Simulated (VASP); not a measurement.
# Mo6F in VASP: single point with PBE

Aim: the single point of Mo6F with PBE.

All numbers are computed with VASP 6.6.1; they aren't measurements. Logs are shortened: lines on timing, memory, paths and dates and some standing lists are left out, and cuts for length are marked.

### Step 1. The cell of the first run

The cell holds a slab with vacuum, 7 atoms: a = 4.470 Å, b = 4.470 Å, c = 19.760 Å, α = 90.00°, β = 90.00°, γ = 120.00°.

### Step 2. Single point, PBE

INCAR reads:

```
SYSTEM = Mo6F
ALGO     = Normal         ! electronic algorithm
DIPOL    = 0.5 0.5 0.340
EDIFF    = 1E-6           ! SCF threshold, eV
ENCUT    = 520            ! plane-wave cutoff, eV
GGA      = PE             ! functional
IDIPOL   = 3            
ISIF     = 2              ! what is computed and relaxed
ISMEAR   = 0              ! smearing method
LASPH    = .True.         ! aspherical terms in the spheres
LCHARG   = .False.        ! write CHGCAR
LDIPOL   = .True.       
LREAL    = .False.        ! projectors in reciprocal space
LWAVE    = .False.        ! write WAVECAR
NBANDS   = 54             ! bands
NELM     = 80             ! most SCF steps
PREC     = Accurate       ! precision mode
SIGMA    = 0.1            ! smearing width, eV
```

KPOINTS reads:

```
k-points
0
Gamma
  6 6 1
  0 0 0
```

POSCAR reads:

```
Mo6F
1.0
    4.4695765307      0.0000000000      0.0000000000
   -2.2347882654      3.8707668198      0.0000000000
    0.0000000000      0.0000000000     19.7595667302
Mo F
6 1
Direct
    0.6666666667      0.3333333333      0.2024335885
    0.3333333333      0.6666666667      0.2486060831
    0.0000000000      0.0000000000      0.2947785778
    0.6666666667      0.3333333333      0.3368821123
    0.3333333333      0.6666666667      0.3779725567
    0.0000000000      0.0000000000      0.4180034331
    0.0000000000      0.2222222222      0.5014918059
```

Potentials or basis: VASP PAW PBE potentials, release 64 (Mo_sv, F).

On the command line:

```
$ cat potpaw_PBE.64/Mo_sv/POTCAR potpaw_PBE.64/F/POTCAR > POTCAR
$ mpirun -np 1 vasp_std > vasp.out
```

OUTCAR:

```text
SYSTEM = Mo6F
   EDIFF = 1E-6
   ENCUT = 520
   GGA = PE
   ISIF = 2
   ISMEAR = 0
   LASPH = .True.
   LREAL = .False.
   NELM = 80
   PREC = Accurate

 ion  position               nearest neighbor table
   1  0.667  0.333  0.202-   4 2.66   2 2.74   2 2.74   2 2.74   3 3.16   3 3.16   3 3.16
   2  0.333  0.667  0.249-   5 2.56   1 2.74   1 2.74   3 2.74   1 2.74   3 2.74   3 2.74   4 3.11
                             4 3.11   4 3.11
   3  0.000  0.000  0.295-   6 2.43   4 2.71   4 2.71   4 2.71   2 2.74   2 2.74   2 2.74   5 3.06
                             5 3.06   5 3.06   1 3.16   1 3.16   1 3.16
   4  0.667  0.333  0.337-   1 2.66   5 2.71   5 2.71   5 2.71   3 2.71   3 2.71   3 2.71   6 3.04
                             6 3.04   6 3.04   2 3.11   2 3.11   2 3.11
   5  0.333  0.667  0.378-   2 2.56   6 2.70   6 2.70   6 2.70   4 2.71   4 2.71   4 2.71   3 3.06
                             3 3.06   3 3.06
   6  0.000  0.000  0.418-   7 1.93   3 2.43   5 2.70   5 2.70   5 2.70   4 3.04   4 3.04   4 3.04

   7  0.000  0.222  0.501-   6 1.93

  LATTYP: Found a hexagonal cell.
 ALAT       =     4.4695765307
 C/A-ratio  =     4.4209035452

  Lattice vectors:

 A1 = (   4.4695765307,   0.0000000000,   0.0000000000)
 A2 = (  -2.2347882654,   3.8707668198,   0.0000000000)
 A3 = (   0.0000000000,   0.0000000000,  19.7595667302)

Analysis of symmetry for initial positions (statically):
=====================================================================
 Subroutine PRICEL returns:
 Original cell was already a primitive cell.

 Routine SETGRP: Setting up the symmetry group for a
 hexagonal supercell.

 Subroutine GETGRP returns: Found  1 space group operations
 (whereof  1 operations were pure point group operations)
 out of a pool of 24 trial point group operations.

The static configuration has the point symmetry C_1 .

Analysis of symmetry for dynamics (positions and initial velocities):
=====================================================================
 Subroutine PRICEL returns:
 Original cell was already a primitive cell.

 Routine SETGRP: Setting up the symmetry group for a
 hexagonal supercell.

 Subroutine GETGRP returns: Found  1 space group operations
 (whereof  1 operations were pure point group operations)
 out of a pool of 24 trial point group operations.

The dynamic configuration has the point symmetry C_1 .

 Subroutine INISYM returns: Found  1 space group operations
 (whereof  1 operations are pure point group operations),
 and found     1 'primitive' translations

----------------------------------------------------------------------------------------

                                     Primitive cell

  volume of cell :     341.8541

  direct lattice vectors                    reciprocal lattice vectors
     4.469576531  0.000000000  0.000000000     0.223734842  0.129173371  0.000000000
    -2.234788265  3.870766820  0.000000000     0.000000000  0.258346743  0.000000000
     0.000000000  0.000000000 19.759566730     0.000000000  0.000000000  0.050608397

  length of vectors
     4.469576531  4.469576531 19.759566730     0.258346743  0.258346743  0.050608397

  position of ions in fractional coordinates (direct lattice)
     0.666666667  0.333333333  0.202433588
     0.333333333  0.666666667  0.248606083
     0.000000000  0.000000000  0.294778578
     0.666666667  0.333333333  0.336882112
     0.333333333  0.666666667  0.377972557
     0.000000000  0.000000000  0.418003433
     1.000000000  0.222222222  0.501491806

  ion indices of the primitive-cell ions
   primitive index   ion index
                 1           1
                 2           2
                 3           3
                 4           4
                 5           5
                 6           6
                 7           7

----------------------------------------------------------------------------------------

 KPOINTS: k-points

Automatic generation of k-mesh.
 Grid dimensions read from file:
 generate k-points for:    6    6    1

 Generating k-lattice:

  Cartesian coordinates                     Fractional coordinates (reciprocal lattice)
     0.037289140  0.021528895  0.000000000     0.166666667  0.000000000  0.000000000
     0.000000000  0.043057790  0.000000000     0.000000000  0.166666667  0.000000000
     0.000000000  0.000000000  0.050608397     0.000000000  0.000000000  1.000000000

  Length of vectors
     0.043057790  0.043057790  0.050608397

  Shift w.r.t. Gamma in fractional coordinates (k-lattice)
     0.000000000  0.000000000  0.000000000

 Subroutine IBZKPT returns following result:
 ===========================================

 Found     20 irreducible k-points:

 Following reciprocal coordinates:
            Coordinates               Weight
  0.000000  0.000000  0.000000      1.000000
  0.166667  0.000000  0.000000      2.000000
  0.000000  0.166667  0.000000      2.000000
 -0.166667  0.166667  0.000000      2.000000
  0.333333 -0.000000  0.000000      2.000000
  0.000000  0.333333  0.000000      2.000000
[... 12 lines left out ...]
  0.500000 -0.166667  0.000000      2.000000
  0.333333  0.333333  0.000000      2.000000
   k-points           NKPTS =     20   k-points in BZ     NKDIM =     20   number of bands    NBANDS=     54
   number of dos      NEDOS =    301   number of ions     NIONS =      7
   total plane-waves  NPLWV = 194400
   dimension x,y,z NGX =    36 NGY =   36 NGZ =  150
   dimension x,y,z NGXF=    72 NGYF=   72 NGZF=  300
   ions per type =               6   1
   NGX,Y,Z   is equivalent  to a cutoff of  13.39, 13.39, 12.62 a.u.
   NGXF,Y,Z  is equivalent  to a cutoff of  26.78, 26.78, 25.24 a.u.
 SYSTEM =  Mo6F
   PREC   = accura    normal or accurate (medium, high low for compatibility)
   ISTART =      0    job   : 0-new  1-cont  2-samecut
   ICHARG =      2    charge: 1-file 2-atom 10-const
   ISPIN  =      1    spin polarized calculation?
   LNONCOLLINEAR =      F non collinear calculations
   LSORBIT =      F    spin-orbit coupling
   LASPH  =      T    aspherical Exc in radial PAW
   ENCUT  =  520.0 eV  38.22 Ry    6.18 a.u.   8.31  8.31 36.74*2*pi/ulx,y,z
   NELM   =     80;   NELMIN=  2; NELMDL= -5     # of ELM steps
   EDIFF  = 0.1E-05   stopping-criterion for ELM
   LREAL  =      F    real-space projection
   EDIFFG = 0.1E-04   stopping-criterion for IOM
   NSW    =      0    number of steps for IOM
   IBRION =     -1    ionic relax: 0-MD 1-quasi-New 2-CG
   NFREE  =      0    steps in history (QN), initial steepest desc. (CG)
   ISIF   =      2    stress and relaxation
   ISYM   =      2    0-nonsym 1-usesym 2-fastsym
   POTIM  = 0.5000    time-step for ionic-motion
   TEBEG  =    0.0;   TEEND  =   0.0 temperature during run
   PSTRESS=    0.0 pullay stress
   NELECT =      91.0000    total number of electrons
   NUPDOWN=      -1.0000    fix difference up-down
   EMIN   =  10.00;   EMAX   =-10.00  energy-range for DOS
   EFERMI =   0.00;   METHOD = LEGACY
   ISMEAR =     0;   SIGMA  =   0.10  broadening in eV -4-tet -1-fermi 0-gaus
   EFERMI_NEDOS =   21; number of points for ismear=-14 and -15
   IALGO  =     38    algorithm
   IMIX   =      4    mixing-type and parameters
     AMIX     =   0.40;   BMIX     =  1.00
     AMIX_MAG =   1.60;   BMIX_MAG =  1.00
  volume/ion in A,a.u.               =      48.84       329.56
  Fermi-wavevector in a.u.,A,eV,Ry     =   1.053113  1.990095 15.089504  1.109047
  Thomas-Fermi vector in A             =   2.188222
   LORBIT       =      0    0 simple, 1 ext, 2 COOP (PROOUT), +10 PAW based schemes
   GGA     = PE    functional components
   LHFCALC =     F    Hartree Fock is set to
   AEXX    =    0.0000 exact exchange contribution
   IVDW    =     0    specifies the selected vdW correction
   LEPSILON=     F    determine dielectric tensor
   LRPA    =     F    only Hartree local field effects (RPA)
 non-spin polarized calculation
 Gauss-broadening in eV      SIGMA  =   0.10
  energy-cutoff  :      520.00
  volume of cell :      341.85
 maximum number of plane-waves:      9223
 NGX is ok and might be reduce to    36
   NGX = 17   NGY = 17   NGZ = 73

 dipolmoment           0.000000      0.000000     -0.499426 electrons x Angstroem

 number of electron      91.0000014 magnetization

 dipolmoment           0.000000      0.000000      0.251030 electrons x Angstroem

 Free energy of the ion-electron system (eV)
  ---------------------------------------------------
  ext. energy  EPLUGINS =         0.00000000
  ---------------------------------------------------
  free energy    TOTEN  =       -64.42113369 eV

  energy without entropy =      -64.37558043  energy(sigma->0) =      -64.39835706

 E-fermi :   0.2590     XC(G=0):  -5.0045

 val. band max:        0.2245861441   @ k =   0.1667   0.3333   0.0000
 cond. band min:       0.2609340291   @ k =   0.5000   0.5000   0.0000
 fundamental gap:      0.0363478850
 Fermi energy:         0.2589638789

 k-point     1 :       0.0000    0.0000    0.0000
  band No.  band energies     occupation
      1     -60.9191      2.00000
      2     -60.7200      2.00000
      3     -60.6698      2.00000
      4     -60.6006      2.00000
      5     -60.4875      2.00000
      6     -60.4199      2.00000
[... 46 lines left out ...]
     53       2.0562      0.00000
     54       2.2869      0.00000

 k-point     2 :       0.1667    0.0000    0.0000
  band No.  band energies     occupation
      1     -60.8985      2.00000
      2     -60.7202      2.00000
      3     -60.6677      2.00000
      4     -60.6069      2.00000
      5     -60.4944      2.00000
      6     -60.4302      2.00000
[... 46 lines left out ...]
     53       2.0743      0.00000
     54       2.2493      0.00000

 k-point     3 :       0.0000    0.1667    0.0000
  band No.  band energies     occupation
      1     -60.8985      2.00000
      2     -60.7201      2.00000
      3     -60.6677      2.00000
      4     -60.6069      2.00000
      5     -60.4944      2.00000
      6     -60.4302      2.00000
[... 46 lines left out ...]
     53       2.0913      0.00000
     54       2.2715      0.00000
[... 856 lines left out ...]
 k-point    19 :       0.5000   -0.1667    0.0000
  band No.  band energies     occupation
      1     -60.8075      2.00000
      2     -60.7392      2.00000
      3     -60.6851      2.00000
      4     -60.5988      2.00000
      5     -60.5304      2.00000
      6     -60.4603      2.00000
[... 46 lines left out ...]
     53       1.8346      0.00000
     54       2.0673      0.00000

 k-point    20 :       0.3333    0.3333    0.0000
  band No.  band energies     occupation
      1     -60.7849      2.00000
      2     -60.7337      2.00000
      3     -60.7058      2.00000
      4     -60.5900      2.00000
      5     -60.5423      2.00000
      6     -60.4650      2.00000
[... 46 lines left out ...]
     53       1.7629      0.00000
     54       1.9043      0.00000

------------------------ aborting loop because EDIFF is reached ----------------------------------------

 vacuum level on the upper side and lower side of the slab       (xc-potential included)         1.272        -1.285

  FORCE on cell =-STRESS in cart. coord.  units (eV):
  Direction    XX          YY          ZZ          XY          YZ          ZX
  --------------------------------------------------------------------------------------
  -------------------------------------------------------------------------------------
  Total       -4.7889675     -4.1844860      0.4778298     -0.1648276      0.1143424      0.4859023
  in kB      -22.4445896    -19.6115488      2.2394586     -0.7725020      0.5358916      2.2772922
  external PRESSURE =     -13.2722266 kB  Pullay stress =       0.0000000 kB

 VOLUME and BASIS-vectors are now :
 -----------------------------------------------------------------------------
  energy-cutoff  :      520.00
  volume of cell :      341.85
      direct lattice vectors                 reciprocal lattice vectors
     4.469576531  0.000000000  0.000000000     0.223734842  0.129173371  0.000000000
    -2.234788265  3.870766820  0.000000000     0.000000000  0.258346743  0.000000000
     0.000000000  0.000000000 19.759566730     0.000000000  0.000000000  0.050608397

 POSITION                                       TOTAL-FORCE (eV/Angst)
 -----------------------------------------------------------------------------------
      2.23479      1.29026      4.00000        -0.007904      0.025772      1.670277
     -0.00000      2.58051      4.91235         0.020177     -0.054083     -0.231002
      0.00000      0.00000      5.82470        -0.136519      0.237528     -2.183841
      2.23479      1.29026      6.65664         0.013234     -0.243448     -0.817532
     -0.00000      2.58051      7.46857        -0.019030      0.012616     -0.118457
      0.00000      0.00000      8.25957         0.012772     -0.124702      1.585541
     -0.49662      0.86017      9.90926         0.117269      0.146319      0.095013
 -----------------------------------------------------------------------------------
    total drift:                               -0.000015      0.000030      0.000134

  FREE ENERGIE OF THE ION-ELECTRON SYSTEM (eV)
  ---------------------------------------------------
  free  energy   TOTEN  =       -64.4211336899 eV

  energy  without entropy=      -64.3755804256  energy(sigma->0) =      -64.39835706

 vacuum level on the upper side and lower side of the slab         6.294         3.602
```

Wall time 6.3 min (1 thread of Intel Xeon 6975P-C (Granite Rapids), shared host); peak memory 0.62 GiB.

Results:

| Property | Result |
| --- | --- |
| Free energy | -64.4211 eV |
| Largest force | 2.201 eV/Å |
| Band gap on the k mesh | zero (an odd number of electrons rules out a gap without spin polarisation) |

Forces on the atoms (eV/Å):
```
Mo  -0.008  0.026  1.670
Mo   0.020 -0.054 -0.231
Mo  -0.137  0.238 -2.184
Mo   0.013 -0.243 -0.818
Mo  -0.019  0.013 -0.118
Mo   0.013 -0.125  1.586
F    0.117  0.146  0.095
```

Caveat: an odd number of electrons without spin polarisation forces a metal; a magnetic or distorted state may lie lower.
